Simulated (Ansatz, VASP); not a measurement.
## Two plane-wave programs on Na3H2

```
Na H
1.0
     3.44203    0.00000    0.00000
    -1.72102    2.98089    0.00000
     0.00000    0.00000    8.87122
Na H
3 2
Cartesian
  0.0000 0.0000 0.0000
  0.0000 1.9873 6.0336
  1.7210 0.9936 2.8376
  0.0000 1.9873 1.3941
  1.7210 0.9936 7.4771
```

Alike in both runs: task relaxation of cell and atoms; functional PBE; k mesh 12 × 12 × 4; occupations gaussian, width 0.1 eV; no spin polarisation.

|  | VASP | Ansatz |
| --- | --- | --- |
| version | VASP 6.6.1 | Ansatz 0.2.0 |
| potentials or method | VASP PAW PBE potentials, release 64 (Na_pv, H), cutoff 500 eV | scalar-relativistic, plane waves, PAW |
| valence electrons in the cell | 23 | 29 |

VASP gave:

```
gap on the k mesh at the Fermi level, each at its own relaxed structure (eV) : none
relaxed volume (Å³/atom)                                                     : 18.25
relaxed cell length with the largest relative difference (Å)                 : 8.911
```

Q: Estimate Ansatz's values.

A: gap on the k mesh at the Fermi level, each at its own relaxed structure (eV): none; relaxed volume (Å³/atom): 18.32; relaxed cell length with the largest relative difference (Å): 8.936.

A gap of «none» marks a metal or a gap that the smearing closes. VASP's potentials hold 23 valence electrons a cell and Ansatz's 29, so a difference there can come from the potentials and not from the codes.
